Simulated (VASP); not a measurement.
Write the native input for VASP 6.6.1 that does the following.

- Task: single point
- Functional: r2SCAN
- Potentials or basis: VASP PAW PBE potentials, release 64 (Zn, S)
- Cutoff: 550 eV
- k mesh: 6 × 6 × 6
- Occupations: gaussian, width 0.01 eV
- Spin: no spin polarisation
- Dipole correction: no
- Further INCAR settings: ALGO = Normal; EDIFF = 1e-06; NBANDS = 16

The system is ZnS.

```
Zn S
1.0
     0.00000    2.72077    2.72077
     2.72077    0.00000    2.72077
     2.72077    2.72077    0.00000
Zn S
1 1
Direct
  0.25000 0.25000 0.25000
  0.00000 0.00000 0.00000
```

This cell differs from its parent crystal: volume changed by +3%.

These files were run (other wordings do the same):

POSCAR

```
ZnS
1.0
    0.0000000000      2.7207715070      2.7207715070
    2.7207715070      0.0000000000      2.7207715070
    2.7207715070      2.7207715070      0.0000000000
Zn S
1 1
Direct
    0.2500000000      0.2500000000      0.2500000000
    0.0000000000      0.0000000000      0.0000000000
```

INCAR.step1

```
SYSTEM = ZnS
PREC = Accurate ; ENCUT = 550
ISMEAR = 0 ; SIGMA = 0.01
LREAL = .False. ; LASPH = .True.
NELM = 120 ; NBANDS = 16
GGA = PE ; ALGO = Normal
EDIFF = 1E-5 ; LWAVE = .True.
LCHARG = .False. ; GGA_COMPAT = .False.
```

INCAR.step2

```
SYSTEM = ZnS
PREC = Accurate ; ENCUT = 550
EDIFF = 1E-6 ; ISMEAR = 0
SIGMA = 0.01 ; LREAL = .False.
LASPH = .True. ; NELM = 120
ALGO = Normal ; ISIF = 2
LWAVE = .False. ; LCHARG = .False.
METAGGA = R2SCAN ; LMIXTAU = .True.
NBANDS = 16 ; ISTART = 1
GGA_COMPAT = .False.
```

KPOINTS

```
Automatic mesh
0
Gamma
  6 6 6
  0 0 0
```

Potentials or basis: VASP PAW PBE potentials, release 64 (Zn, S).

The run is started by

```sh
$ cat potpaw_PBE.64/Zn/POTCAR potpaw_PBE.64/S/POTCAR > POTCAR
$ cp INCAR.step1 INCAR
$ mpirun -np 1 vasp_std > vasp.out
$ cp INCAR.step2 INCAR
$ mpirun -np 1 vasp_std > vasp.out
```

Results of the run:

```json
{"Pressure": "-2.1 GPa", "Band gap on the k mesh": "2.58 eV, direct"}
```

Caveat: the PAW data sets were made with another functional, which shifts forces and pressure a little.

Run time: 110 s on 1 thread of Intel Xeon 8259CL, with other jobs on the host, peak memory 0.17 GiB.
